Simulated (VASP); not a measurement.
# Fe (Im-3m) in VASP: further runs, part 3 of 3

VASP 6.6.1. The steps go on from the part before.

## 6. Single point, PBEsol, collinear spin, ferromagnetic start

Input file INCAR:

```
PREC     = Accurate       # precision mode
ENCUT    = 520            # plane-wave cutoff, eV
EDIFF    = 1E-6           # SCF threshold, eV
ISMEAR   = -1             # smearing method
SIGMA    = 0.05           # smearing width, eV
LREAL    = False          # projectors in reciprocal space
LASPH    = True           # aspherical terms in the spheres
NELM     = 150            # most SCF steps
ALGO     = Normal         # electronic algorithm
ISIF     = 2              # what is computed and relaxed
LWAVE    = False          # write WAVECAR
LCHARG   = False          # write CHGCAR
ISPIN    = 2              # spin polarisation
MAGMOM   = 4.5            # initial moments
LORBIT   = 11             # projections on sites
NUPDOWN  = 4.5            # fixed moment
LMAXMIX  = 4              # l up to which the mixer works
GGA      = PS             # functional
NBANDS   = 14             # bands
```

Input file KPOINTS:

```
regular mesh
0
Gamma
  11 11 11
```

Input file POSCAR:

```
Fe
1.0
   -1.4430000000      1.4430000000      1.4430000000
    1.4430000000     -1.4430000000      1.4430000000
    1.4430000000      1.4430000000     -1.4430000000
Fe
1
Direct
    0.0000000000      0.0000000000      0.0000000000
```

Potentials or basis: VASP PAW PBE potentials, release 64 (Fe).

Run with:

```bash
> cat potpaw_PBE.64/Fe/POTCAR > POTCAR
> mpirun -np 1 vasp_std > vasp.out
```

OUTCAR:

```text
PREC = Accurate
   ENCUT = 520
   EDIFF = 1E-6
   ISMEAR = -1
   LREAL = False
   LASPH = True
   NELM = 150
   ISIF = 2
   ISPIN = 2
   LORBIT = 11
   NUPDOWN = 4.5
   GGA = PS

 ion  position               nearest neighbor table
   1  0.000  0.000  0.000-

  LATTYP: Found a body centered cubic cell.
 ALAT       =     2.8860000000

  Lattice vectors:

 A1 = (  -1.4430000000,   1.4430000000,   1.4430000000)
 A2 = (   1.4430000000,  -1.4430000000,   1.4430000000)
 A3 = (   1.4430000000,   1.4430000000,  -1.4430000000)

Analysis of symmetry for initial positions (statically):
=====================================================================
 Subroutine PRICEL returns:
 Original cell was already a primitive cell.

 Routine SETGRP: Setting up the symmetry group for a
 body centered cubic supercell.

 Subroutine GETGRP returns: Found 48 space group operations
 (whereof 48 operations were pure point group operations)
 out of a pool of 48 trial point group operations.

The static configuration has the point symmetry O_h .

Analysis of symmetry for dynamics (positions and initial velocities):
=====================================================================
 Subroutine PRICEL returns:
 Original cell was already a primitive cell.

 Routine SETGRP: Setting up the symmetry group for a
 body centered cubic supercell.

 Subroutine GETGRP returns: Found 48 space group operations
 (whereof 48 operations were pure point group operations)
 out of a pool of 48 trial point group operations.

The dynamic configuration has the point symmetry O_h .

Analysis of structural, dynamic, and magnetic symmetry:
=====================================================================
 Subroutine PRICEL returns:
 Original cell was already a primitive cell.

 Routine SETGRP: Setting up the symmetry group for a
 body centered cubic supercell.

 Subroutine GETGRP returns: Found 48 space group operations
 (whereof 48 operations were pure point group operations)
 out of a pool of 48 trial point group operations.

The overall configuration has the point symmetry O_h .

 Subroutine INISYM returns: Found 48 space group operations
 (whereof 48 operations are pure point group operations),
 and found     1 'primitive' translations

[... 159 lines left out ...]
     10      33.6217      0.00000
     11      33.6217      0.00000
     12      35.2792      0.00000
     13      35.2792      0.00000
     14      35.2792      0.00000
[... 379 lines left out ...]
      3       1.9306      1.00000
      4       3.2307      1.00000
      5       3.3527      1.00000
      6       8.4913      1.00000
      7      11.3959      1.00000
      8      16.1738      0.00000
      9      19.2137      0.00000
     10      33.0974      0.00000
     11      37.6753      0.00000
     12      38.1827      0.00000
     13      43.7154      0.00000
     14      43.8607      0.00000

 [... further k-points ...]

 spin component 2

 k-point     1 :       0.0000    0.0000    0.0000
  band No.  band energies     occupation
      1      -1.9024      1.00000
      2       5.6201      0.00000
      3       5.6201      0.00000
      4       5.6201      0.00000
      5       7.1386      0.00000
      6       7.1386      0.00000
      7      30.3398      0.00000
      8      30.3398      0.00000
      9      30.3398      0.00000
     10      35.3417      0.00000
     11      35.3417      0.00000
     12      37.9125      0.00000
     13      37.9125      0.00000
     14      38.1745      0.00000
[... 379 lines left out ...]
      3       5.0360      0.00119
      4       7.2582      0.00000
      5       7.4014      0.00000
      6      11.3784      0.00000
      7      14.2777      0.00000
      8      18.5397      0.00000
      9      21.4869      0.00000
     10      34.9508      0.00000
     11      39.4894      0.00000
     12      40.3681      0.00000
     13      45.5657      0.00000
     14      46.0725      0.00000

 [... further k-points ...]

------------------------ aborting loop because EDIFF is reached ----------------------------------------

  FORCE on cell =-STRESS in cart. coord.  units (eV):
  Direction    XX          YY          ZZ          XY          YZ          ZX
  --------------------------------------------------------------------------------------
  -------------------------------------------------------------------------------------
  Total        5.6105009      5.6105009      5.6105009      0.0000000     -0.0000000      0.0000000
  in kB      747.9167075    747.9167075    747.9167075      0.0000000     -0.0000000      0.0000000
  external PRESSURE =     747.9167075 kB  Pullay stress =       0.0000000 kB

 VOLUME and BASIS-vectors are now :
 -----------------------------------------------------------------------------
  energy-cutoff  :      520.00
  volume of cell :       12.02
      direct lattice vectors                 reciprocal lattice vectors
    -1.443000000  1.443000000  1.443000000     0.000000000  0.346500347  0.346500347
     1.443000000 -1.443000000  1.443000000     0.346500347  0.000000000  0.346500347
     1.443000000  1.443000000 -1.443000000     0.346500347  0.346500347  0.000000000

 POSITION                                       TOTAL-FORCE (eV/Angst)
 -----------------------------------------------------------------------------------
      0.00000      0.00000      0.00000         0.000000      0.000000     -0.000000
 -----------------------------------------------------------------------------------
    total drift:                                0.000000     -0.000000     -0.000000

  FREE ENERGIE OF THE ION-ELECTRON SYSTEM (eV)
  ---------------------------------------------------
  free  energy   TOTEN  =        -5.0448323121 eV

  energy  without entropy=       -5.0327071610  energy(sigma->0) =       -5.03876974

 total charge

# of ion       s       p       d       tot
------------------------------------------
    1        0.582   0.652   5.884   7.117

 magnetization (x)

# of ion       s       p       d       tot
------------------------------------------
    1        0.126   0.328   3.766   4.219
```

Wall time 9.6 s (1 thread of AMD EPYC 9R45 (Zen 5), shared host); peak memory 0.11 GiB.

What came out:

```yaml
Free_energy: -5.0448 eV
Pressure: 74.8 GPa
Net_moment: 4.50 μB per cell
Site_moments: Fe +4.22 μB
Valence_electrons_inside_the_program's_atomic_spheres: Fe 7.12
```

Caveat: the PAW data sets were made with another functional, which shifts forces and pressure a little; the total moment is fixed, so each spin has its own Fermi level.

## 7. Summary

| fixed moment (μB) | pressure (GPa) | moment (μB) |
| --- | --- | --- |
| 1.5 | -28.0 | 1.50 |
| 2.2 | -19.2 | 2.20 |
| 3.0 | 0.6 | 3.00 |
| 3.8 | 31.1 | 3.80 |
| 4.5 | 74.8 | 4.50 |

Alike in all rows: task single point; level PBEsol; potentials or basis VASP PAW PBE potentials, release 64 (Fe); spin collinear, ferromagnetic start; cell as given; k mesh 11 × 11 × 11; cutoff (eV) 520; smearing fermi-dirac 0.05 eV.

Caveats: the PAW data sets were made with another functional, which shifts forces and pressure a little; the total moment is fixed, so each spin has its own Fermi level.

Absolute energies hang on the potentials; compare differences alone.
